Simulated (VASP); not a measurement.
NaI: electric field gradients with LDA

NaI:

```
Na I
1.0
     0.03236    3.25258    3.25258
     3.25258    0.03236    3.25258
     3.25258    3.25258    0.03236
Na I
1 1
Direct
  0.00000 0.00000 0.00000
  0.50000 0.50000 0.50000
```

This cell differs from its parent crystal: equal xy, yz and zx shear strains of +1 %.

```json
{"Program": "VASP 6.6.1", "Task": "electric field gradients", "Functional": "LDA", "Potentials or basis": "VASP PAW LDA potentials, release 64 (Na_pv, I)", "Cutoff": "520 eV", "k mesh": "8 × 8 × 8", "Occupations": "fermi-dirac, width 0.02 eV", "Spin": "no spin polarisation", "Dipole correction": "no", "Further INCAR settings": "ALGO = Normal; EDIFF = 1e-08; NBANDS = 14"}
```

```json
{
  "Pressure": "-1.6 GPa",
  "Band gap on the k mesh": "3.32 eV",
  "Largest electric field gradient by atom": "Na -0.3; I +9.3 V/Å²"
}
```

Stress tensor (GPa, compression positive):
```
-1.63 -0.07 -0.07
-0.07 -1.63 -0.07
-0.07 -0.07 -1.63
```

Levels at points of the mesh, in eV from the valence-band top:
```
           k point  band 4  band 5  band 6  band 7  band 8  band 9  band 10  band 11
(0.00, 0.00, 0.00)  -11.11   -0.07    0.00    0.00    3.32    7.66     7.83     7.83
(0.50, 0.00, 0.00)  -10.78   -2.27   -0.34   -0.30    4.82    7.18     7.28     8.46
(0.50, 0.50, 0.00)  -10.71   -1.98   -0.82   -0.75    4.24    5.35     9.58    10.98
(0.50, 0.50, 0.50)  -10.80   -2.28   -0.27   -0.27    4.88    7.33     7.33     8.42
```

Electric field gradients, principal values (V/Å²):
| atom | least | middle | greatest (by size) |
| --- | --- | --- | --- |
| 1 Na | 0.131 | 0.131 | -0.261 |
| 2 I | -4.649 | -4.649 | 9.299 |

It took 25 s on 1 thread of Intel(R) Xeon(R) Platinum 8488C (Sapphire Rapids) (shared host), peak memory 0.21 GiB.

Caveat: the cell differs from its parent crystal (equal xy, yz and zx shear strains of +1 %); without QUAD_EFG the Cq values of the log hold for a quadrupole moment of 1 mb, not for the nuclei; spin-orbit coupling is left out, which moves the levels of the heavy elements.
